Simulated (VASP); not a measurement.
# InO5: single point with PBE

The system is InO5.

```
In O
1.0
     0.00000    3.45096    3.45096
     3.45096    0.00000    3.45096
     3.45096    3.45096    0.00000
In O
1 5
Direct
  0.50000 0.50000 0.50000
  0.25000 0.25000 0.25000
  0.83127 0.83127 0.83127
  0.83127 0.83127 0.50620
  0.83127 0.50620 0.83127
  0.50620 0.83127 0.83127
```

```
Program                : VASP 6.6.1
Task                   : single point
Functional             : PBE
Potentials or basis    : VASP PAW PBE potentials, release 64 (In_d, O)
Cutoff                 : 520 eV
k mesh                 : 4 × 4 × 4
Occupations            : gaussian, width 0.1 eV
Spin                   : no spin polarisation
Dipole correction      : no
Further INCAR settings : ALGO = Normal; EDIFF = 1e-06; NBANDS = 30
```

The pressure is 18.7 GPa. The largest force is 9.709 eV/Å.

Forces on the atoms (eV/Å):
```
In   0.000  0.000  0.000
O    0.000  0.000  0.000
O    5.605  5.605  5.605
O   -5.605 -5.605  5.605
O   -5.605  5.605 -5.605
O    5.605 -5.605 -5.605
```

Levels at points of the mesh, in eV from the Fermi level:
| k point | band 17 | band 18 | band 19 | band 20 | band 21 | band 22 | band 23 | band 24 | band 25 | band 26 |
| --- | --- | --- | --- | --- | --- | --- | --- | --- | --- | --- |
| (0.00, 0.00, 0.00) | -1.89 | -0.94 | -0.94 | -0.94 | 0.13 | 0.13 | 0.13 | 0.98 | 0.98 | 0.98 |
| (0.50, 0.00, 0.00) | -2.74 | -0.81 | -0.81 | -0.76 | -0.32 | -0.32 | 0.14 | 0.83 | 0.83 | 1.44 |
| (0.50, 0.50, 0.00) | -3.26 | -1.54 | -1.54 | -0.18 | 0.06 | 0.06 | 0.19 | 0.92 | 0.92 | 1.46 |

Run time: 11 s on 1 thread of Intel(R) Xeon(R) 6975P-C (Granite Rapids), with other jobs on the host, peak memory 0.2 GiB.

Caveat: the k points lie up to 0.39 Å⁻¹ apart; spin-orbit coupling is left out, which moves the levels of the heavy elements; an odd number of electrons without spin polarisation forces a metal; a magnetic or distorted state may lie lower.
